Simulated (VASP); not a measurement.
A run of VASP 6.6.1 is set up as follows.

File INCAR:

```
  PREC = Accurate
  ENCUT = 600
  EDIFF = 1E-6
  ISMEAR = 0
  SIGMA = 0.1
  LREAL = F
  LASPH = T
  NELM = 60
  ALGO = Normal
  ISIF = 3
  LWAVE = F
  LCHARG = F
  GGA = PE
  IBRION = 2
  NSW = 90
  EDIFFG = -0.04
```

The input KPOINTS:

```
regular mesh
0
Gamma
  4 4 4
```

POSCAR

```
Si3IrRu
1.0
    4.0069977900      0.0000000000      0.0000000000
    0.0000000000      4.0069977900      0.0000000000
    0.0000000000      0.0000000000      4.0069977900
Si Ru Ir
3 1 1
Direct
    0.5000000000      0.0000000000      0.0000000000
    0.0000000000      0.5000000000      0.0000000000
    0.0000000000      0.0000000000      0.5000000000
    0.5000000000      0.5000000000      0.5000000000
    0.0000000000      0.0000000000      0.0000000000
```

Potentials or basis: VASP PAW PBE potentials, release 64 (Si, Ru_pv, Ir).

The run is started by

```bash
$ cat potpaw_PBE.64/Si/POTCAR potpaw_PBE.64/Ru_pv/POTCAR potpaw_PBE.64/Ir/POTCAR > POTCAR
$ mpirun -np 1 vasp_std > vasp.out
```

What does it give for the relaxed volume?

18.89 Å³/atom.

Predict the space group after relaxing (to 0.05 Å).

Pm-3m (No. 221).

The path:
| step | energy change (eV) | largest force (eV/Å) | pressure (GPa) | volume (Å³) |
| --- | --- | --- | --- | --- |
| 1 | 0.0000 | 0.0000 | 101.84 | 64.34 |
| 2 | 0.6158 | 0.0000 | -16.28 | 174.49 |
| 3 | -6.7393 | 0.0000 | -5.69 | 99.88 |
| 4 | -6.8224 | 0.0000 | -2.46 | 96.65 |
| 5 | -6.8480 | 0.0000 | 0.13 | 94.46 |

Caveat: the k points lie up to 0.34 Å⁻¹ apart in the final cell; the volume moved by over 15 % at a fixed basis, so the end points are rough.
